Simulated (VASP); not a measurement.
Input of a VASP 6.6.1 run:

INCAR

```
PREC = Accurate
ENCUT = 600
EDIFF = 1E-7
ISMEAR = 0
SIGMA = 0.1
LREAL = False
LASPH = True
NELM = 100
ALGO = Normal
ISIF = 3
LWAVE = False
LCHARG = False
GGA = PE
IVDW = 12
IBRION = 2
NSW = 100
EDIFFG = -0.005
```

The input KPOINTS:

```
regular mesh
0
Gamma
  12 12 8
```

The input POSCAR:

```
CsLi
1.0
    3.8870801077      0.0000000000      0.0000000000
   -1.9435400538      3.3663101198      0.0000000000
    0.0000000000      0.0000000000      6.3635118280
Cs Li
1 1
Direct
    0.3333333333      0.6666666667      0.5000000000
    0.0000000000      0.0000000000      0.0000000000
```

Potentials or basis: VASP PAW PBE potentials, release 64 (Cs_sv, Li_sv).

Command:

```sh
$ cat potpaw_PBE.64/Cs_sv/POTCAR potpaw_PBE.64/Li_sv/POTCAR > POTCAR
$ mpirun -np 1 vasp_std > vasp.out
```

Problem. What does it give for the relaxed cell?

Solution. a = 4.419 Å, b = 4.419 Å, c = 6.368 Å, α = 90.00°, β = 90.00°, γ = 120.00°.

Problem. What does it give for the space group after relaxing (to 0.05 Å)?

Solution. P-6m2 (No. 187).

Problem. Estimate the relaxed volume.

Solution. 53.85 Å³/atom.

Problem. What does it give for the band gap on the k mesh?

Solution. Zero (band 6 reaches 1.78 eV, above the bottom of band 7 at -0.16 eV).

Final structure:
```cif
data_structure
_symmetry_space_group_name_H-M 'P 1'
_symmetry_Int_Tables_number 1
_cell_length_a 4.4192
_cell_length_b 4.4192
_cell_length_c 6.3684
_cell_angle_alpha 90.000
_cell_angle_beta 90.000
_cell_angle_gamma 120.000
_cell_volume 107.71
loop_
_atom_site_label
_atom_site_type_symbol
_atom_site_fract_x
_atom_site_fract_y
_atom_site_fract_z
_atom_site_occupancy
Cs1 Cs 0.33333 0.66667 0.50000 1
Li1 Li 0.00000 0.00000 0.00000 1
```

Caveat: the cutoff is under 1.25 times the usual one of these potentials, so pressure, stress and relaxed cells hold a basis-set (Pulay) error; the volume moved by over 15 % at a fixed basis, so the end points are rough; spin-orbit coupling is left out, which moves the levels of the heavy elements; pairwise dispersion overbinds metals, which lowers pressure and volume.
